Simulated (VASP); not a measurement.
LiC3:

```
Li C
1.0
     4.25395    0.00000    0.00000
    -2.12697    3.68403    0.00000
     0.00000    0.00000    2.48095
Li C
2 6
Direct
  0.33333 0.66667 0.50000
  0.66667 0.33333 0.50000
  0.33333 0.33333 0.00000
  0.00000 0.66667 0.00000
  0.66667 0.00000 0.00000
  0.00000 0.33333 0.00000
  0.66667 0.66667 0.00000
  0.33333 0.00000 0.00000
```

```yaml
Program: VASP 6.6.1
Task: relaxation of cell and atoms
Functional: PBE
Potentials_or_basis: VASP PAW PBE potentials, release 64 (Li_sv, C)
Cutoff: 600 eV
k_mesh: 6 × 6 × 8
Occupations: gaussian, width 0.1 eV
Spin: no spin polarisation
```

At the start: pressure 102.1 GPa; volume 4.86 Å³/atom.

Q: How do energy, volume and symmetry change on relaxing?

A: Over 11 steps the energy falls by 758.5 meV/atom and the volume is 7.12 Å³/atom (+46.4 %); space group P6/mmm (No. 191, to 0.05 Å).

The path:
```csv
step,energy change (eV),largest force (eV/Å),pressure (GPa),volume (Å³)
1,0.0000,1.2210,102.09,38.88
2,-3.5891,1.5107,-28.65,58.82
3,-4.0180,1.4215,-7.79,52.25
4,-5.9436,0.8794,5.51,54.54
5,-5.9479,1.2367,7.21,54.68
6,-5.8316,2.2253,2.52,57.83
7,-6.0536,0.2283,4.44,55.96
8,-6.0591,0.0950,-3.66,57.70
9,-6.0678,0.0417,-0.19,56.93
10,-6.0680,0.0866,0.18,56.93
11,-6.0681,0.0324,0.03,56.93
```

Final structure:
```xyz
8
Lattice="4.3936 0.0000 0.0000 -2.1968 3.8050 0.0000 0.0000 0.0000 3.4052" Properties=species:S:1:pos:R:3 pbc="T T T"
Li    0.0000    2.5367    1.7026
Li    2.1968    1.2683    1.7026
C     0.7301    1.2646    0.0000
C    -1.4667    2.5404    0.0000
C     0.7366    3.8050    0.0000
C     3.6635    1.2646    0.0000
C     1.4667    2.5404    0.0000
C     1.4602    0.0000    0.0000
```

Caveat: the cutoff is under 1.25 times the usual one of these potentials, so pressure, stress and relaxed cells hold a basis-set (Pulay) error; the volume moved by over 15 % at a fixed basis, so the end points are rough.
